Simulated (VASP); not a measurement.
# SnSe2S4 (Ama2) in VASP: single point with PBE

Aim: the single point of SnSe2S4 with PBE.

Program: VASP 6.6.1. These are calculated values, not measurements. Logs are shortened: lines on timing, memory, paths and dates and some standing lists are left out, and cuts for length are marked.

## 1. The cell of the first run

Symmetry: Ama2, No. 40, orthorhombic system. Conventional cell: a = 9.778 Å, b = 10.106 Å, c = 7.099 Å, α = 90.00°, β = 90.00°, γ = 90.00°. Se (site symmetry 2) has 8 S at 2.86 to 3.35 Å and 2 Sn at 3.72 Å within 3.8 Å. Within 3.8 Å of Se (site symmetry m) lie 7 S at 2.79 to 3.35 Å and 2 Sn at 3.58 to 3.74 Å. Within 3.1 Å of Sn (site symmetry m) lie 4 S at 2.32 to 2.36 Å. S (site symmetry 1) has 1 Sn at 2.33 Å and 2 Se at 2.96 to 3.05 Å within 3.1 Å. Within 3.3 Å of S (site symmetry m) lie 1 Sn at 2.32 Å and 4 Se at 2.99 to 3.20 Å and 1 S at 3.30 Å. S (site symmetry m) has 1 Sn at 2.36 Å and 3 Se at 2.79 to 2.86 Å within 3.1 Å.

## 2. Single point, PBE

Input file INCAR:

```
PREC = Accurate
ENCUT = 500
EDIFF = 1E-6
ISMEAR = -1
SIGMA = 0.0775
LREAL = F
LASPH = T
NELM = 120
ALGO = Normal
ISIF = 2
LWAVE = F
LCHARG = F
GGA = PE
NBANDS = 63
GGA_COMPAT = F
```

Input file KPOINTS:

```
Automatic mesh
0
Gamma
  4 6 6
```

Input file POSCAR:

```
SnSe2S4
1.0
   -9.7782420000      0.0000000000      0.0000000000
    0.0000000000     -5.0527940000      3.5494520000
    0.0000000000      5.0527940000      3.5494520000
Se Sn S
4 2 8
Direct
    0.0000000000      0.2074700000      0.2074700000
    0.5000000000      0.2074700000      0.2074700000
    0.7500000000      0.4793800000      0.8578600000
    0.2500000000      0.8578600000      0.4793800000
    0.7500000000      0.9039400000      0.4569400000
    0.2500000000      0.4569400000      0.9039400000
    0.9438000000      0.0985600000      0.6456400000
    0.0562000000      0.6456400000      0.0985600000
    0.5562000000      0.0985600000      0.6456400000
    0.4438000000      0.6456400000      0.0985600000
    0.7500000000      0.5092000000      0.3848000000
    0.2500000000      0.3848000000      0.5092000000
    0.7500000000      0.9522000000      0.0936000000
    0.2500000000      0.0936000000      0.9522000000
```

Potentials or basis: VASP PAW PBE potentials, release 64 (Se, Sn_d, S).

On the command line:

```
cat potpaw_PBE.64/Se/POTCAR potpaw_PBE.64/Sn_d/POTCAR potpaw_PBE.64/S/POTCAR > POTCAR
mpirun -np 1 vasp_std > vasp.out
```

OUTCAR:

```text
PREC = Accurate
   ENCUT = 500
   EDIFF = 1E-6
   ISMEAR = -1
   LREAL = F
   LASPH = T
   NELM = 120
   ISIF = 2
   GGA = PE

 ion  position               nearest neighbor table
   1  0.000  0.207  0.207-
   2  0.500  0.207  0.207-
   3  0.750  0.479  0.858-  13 2.79
   4  0.250  0.858  0.479-  14 2.79
   5  0.750  0.904  0.457-  11 2.32   9 2.33   7 2.33  13 2.36
   6  0.250  0.457  0.904-  12 2.32  10 2.33   8 2.33  14 2.36
   7  0.944  0.099  0.646-   5 2.33
   8  0.056  0.646  0.099-   6 2.33
   9  0.556  0.099  0.646-   5 2.33
  10  0.444  0.646  0.099-   6 2.33
  11  0.750  0.509  0.385-   5 2.32
  12  0.250  0.385  0.509-   6 2.32
  13  0.750  0.952  0.094-   5 2.36   3 2.79
  14  0.250  0.094  0.952-   6 2.36   4 2.79

  LATTYP: Found a base centered orthorhombic cell.
 ALAT       =     7.0989040000
 B/A-ratio  =     1.4235420003
 C/A-ratio  =     1.3774298117

  Lattice vectors:

 A1 = (   0.0000000000,  -5.0527940000,   3.5494520000)
 A2 = (   0.0000000000,   5.0527940000,   3.5494520000)
 A3 = (  -9.7782420000,   0.0000000000,   0.0000000000)

Analysis of symmetry for initial positions (statically):
=====================================================================
 Subroutine PRICEL returns:
 Original cell was already a primitive cell.

 Routine SETGRP: Setting up the symmetry group for a
 base centered orthorhombic supercell.

 Subroutine GETGRP returns: Found  4 space group operations
 (whereof  2 operations were pure point group operations)
 out of a pool of  8 trial point group operations.

The static configuration has the point symmetry C_2 .
 The point group associated with its full space group is C_2v.

Analysis of symmetry for dynamics (positions and initial velocities):
=====================================================================
 Subroutine PRICEL returns:
 Original cell was already a primitive cell.

 Routine SETGRP: Setting up the symmetry group for a
 base centered orthorhombic supercell.

 Subroutine GETGRP returns: Found  4 space group operations
 (whereof  2 operations were pure point group operations)
 out of a pool of  8 trial point group operations.

The dynamic configuration has the point symmetry C_2 .
[... 133 lines left out ...]
   TEBEG  =    0.0;   TEEND  =   0.0 temperature during run
   PSTRESS=    0.0 pullay stress
   NELECT =     100.0000    total number of electrons
   NUPDOWN=      -1.0000    fix difference up-down
   EMIN   =  10.00;   EMAX   =-10.00  energy-range for DOS
   EFERMI =   0.00;   METHOD = LEGACY
   ISMEAR =    -1;   SIGMA  =   0.08  broadening in eV -4-tet -1-fermi 0-gaus
   EFERMI_NEDOS =   21; number of points for ismear=-14 and -15
   IALGO  =     38    algorithm
   IMIX   =      4    mixing-type and parameters
     AMIX     =   0.40;   BMIX     =  1.00
     AMIX_MAG =   1.60;   BMIX_MAG =  1.00
  volume/ion in A,a.u.               =      25.05       169.06
  Fermi-wavevector in a.u.,A,eV,Ry     =   1.077491  2.036163 15.796182  1.160987
  Thomas-Fermi vector in A             =   2.213404
   LORBIT       =      0    0 simple, 1 ext, 2 COOP (PROOUT), +10 PAW based schemes
   GGA     = PE    functional components
   LHFCALC =     F    Hartree Fock is set to
   AEXX    =    0.0000 exact exchange contribution
   IVDW    =     0    specifies the selected vdW correction
   LEPSILON=     F    determine dielectric tensor
   LRPA    =     F    only Hartree local field effects (RPA)
 non-spin polarized calculation
  energy-cutoff  :      500.00
  volume of cell :      350.74
 maximum number of plane-waves:      8932
 NGX is ok and might be reduce to    72
   NGX = 35   NGY = 23   NGZ = 23

 number of electron     100.0000000 magnetization

 Free energy of the ion-electron system (eV)
  ---------------------------------------------------
  ext. energy  EPLUGINS =         0.00000000
  ---------------------------------------------------
  free energy    TOTEN  =       -48.10928168 eV

  energy without entropy =      -47.90576424  energy(sigma->0) =      -48.00752296

 E-fermi :   3.5238     XC(G=0):  -9.1110

 val. band max:        3.5225653529   @ k =   0.5000  -0.3333   0.3333
 cond. band min:       3.5350810478   @ k =   0.0000   0.3333   0.0000
 fundamental gap:      0.0125156949
 Fermi energy:         3.5238431512

 k-point     1 :       0.0000    0.0000    0.0000
  band No.  band energies     occupation
      1     -18.1966      2.00000
      2     -18.1964      2.00000
      3     -18.1683      2.00000
      4     -18.1666      2.00000
      5     -18.1624      2.00000
      6     -18.1618      2.00000
[... 1549 lines left out ...]
     61       7.9849      0.00000
     62       8.1504      0.00000

 [... further k-points ...]

 [bands above 62 left out]

------------------------ aborting loop because EDIFF is reached ----------------------------------------

  FORCE on cell =-STRESS in cart. coord.  units (eV):
  Direction    XX          YY          ZZ          XY          YZ          ZX
  --------------------------------------------------------------------------------------
  -------------------------------------------------------------------------------------
  Total       -0.7639261      0.7597234     -1.2533899      0.0000000      0.0000000      0.0000000
  in kB       -3.4896212      3.4704229     -5.7254957      0.0000000      0.0000000      0.0000000
  external PRESSURE =      -1.9148980 kB  Pullay stress =       0.0000000 kB

 VOLUME and BASIS-vectors are now :
 -----------------------------------------------------------------------------
  energy-cutoff  :      500.00
  volume of cell :      350.74
      direct lattice vectors                 reciprocal lattice vectors
    -9.778242000  0.000000000  0.000000000    -0.102267872  0.000000000  0.000000000
     0.000000000 -5.052794000  3.549452000     0.000000000 -0.098955152  0.140866815
     0.000000000  5.052794000  3.549452000     0.000000000  0.098955152  0.140866815

 POSITION                                       TOTAL-FORCE (eV/Angst)
 -----------------------------------------------------------------------------------
      0.00000      0.00000      1.47281         0.000000      0.000000     -0.167494
     -4.88912      0.00000      1.47281         0.000000      0.000000     -0.167494
     -7.33368      1.91238      4.74647         0.000000     -0.144193      0.172217
     -2.44456     -1.91238      4.74647         0.000000      0.144193      0.172217
     -7.33368     -2.25860      4.83038         0.000000      0.362772      0.186319
     -2.44456      2.25860      4.83038         0.000000     -0.362772      0.186319
     -9.22870      2.76428      2.64150        -0.753516     -0.428244      0.959244
     -0.54954     -2.76428      2.64150         0.753516      0.428244      0.959244
     -5.43866      2.76428      2.64150         0.753516     -0.428244      0.959244
     -4.33958     -2.76428      2.64150        -0.753516      0.428244      0.959244
     -7.33368     -0.62857      3.17321        -0.000000      1.278722     -1.250749
     -2.44456      0.62857      3.17321         0.000000     -1.278722     -1.250749
     -7.33368     -4.33833      3.71202         0.000000     -1.212062     -0.858782
     -2.44456      4.33833      3.71202         0.000000      1.212062     -0.858782
 -----------------------------------------------------------------------------------
    total drift:                               -0.000000      0.000000      0.000018

  FREE ENERGIE OF THE ION-ELECTRON SYSTEM (eV)
  ---------------------------------------------------
  free  energy   TOTEN  =       -48.1092816833 eV

  energy  without entropy=      -47.9057642430  energy(sigma->0) =      -48.00752296
```

Run time: 21 min. Hardware: 1 thread of Intel Xeon 8259CL, shared host; peak memory 0.83 GiB.

Results:

```
Free energy            : -48.1093 eV
Pressure               : -0.2 GPa
Largest force          : 1.789 eV/Å
Band gap on the k mesh : zero (bands 50 and 51 overlap by 1.03 eV)
```

Forces in eV/Å, atoms in the order of the input:
```
Se   0.000  0.000 -0.167
Se   0.000  0.000 -0.167
Se   0.000 -0.144  0.172
Se   0.000  0.144  0.172
Sn   0.000  0.363  0.186
Sn   0.000 -0.363  0.186
S   -0.754 -0.428  0.959
S    0.754  0.428  0.959
S    0.754 -0.428  0.959
S   -0.754  0.428  0.959
S    0.000  1.279 -1.251
S    0.000 -1.279 -1.251
S    0.000 -1.212 -0.859
S    0.000  1.212 -0.859
```

Stress tensor (GPa, compression positive):
```
-0.35  0.00  0.00
 0.00  0.35  0.00
 0.00  0.00 -0.57
```

Levels at points of the mesh, in eV from the Fermi level:
```
           k point  band 47  band 48  band 49  band 50  band 51  band 52  band 53  band 54
(0.00, 0.00, 0.00)    -0.52    -0.42    -0.05     0.44     0.63     0.88     1.00     1.09
(0.50, 0.00, 0.00)    -0.25    -0.25     0.32     0.32     0.49     0.49     0.92     0.92
(0.00, 0.50, 0.00)    -1.20    -0.63    -0.15    -0.06     0.16     0.29     0.39     0.86
(0.50, 0.50, 0.00)    -1.02    -0.54    -0.34    -0.30     0.20     0.43     0.57     0.63
(0.00, 0.50, 0.50)    -0.92    -0.72    -0.72    -0.61    -0.54    -0.36    -0.08     0.28
(0.50, 0.50, 0.50)    -0.75    -0.75    -0.70    -0.70    -0.24    -0.24    -0.01    -0.01
```

Caveat: spin-orbit coupling is left out, which moves the levels of the heavy elements; forces of over 1 eV/Å act on the atoms, so gaps and moduli don't describe the material at rest.
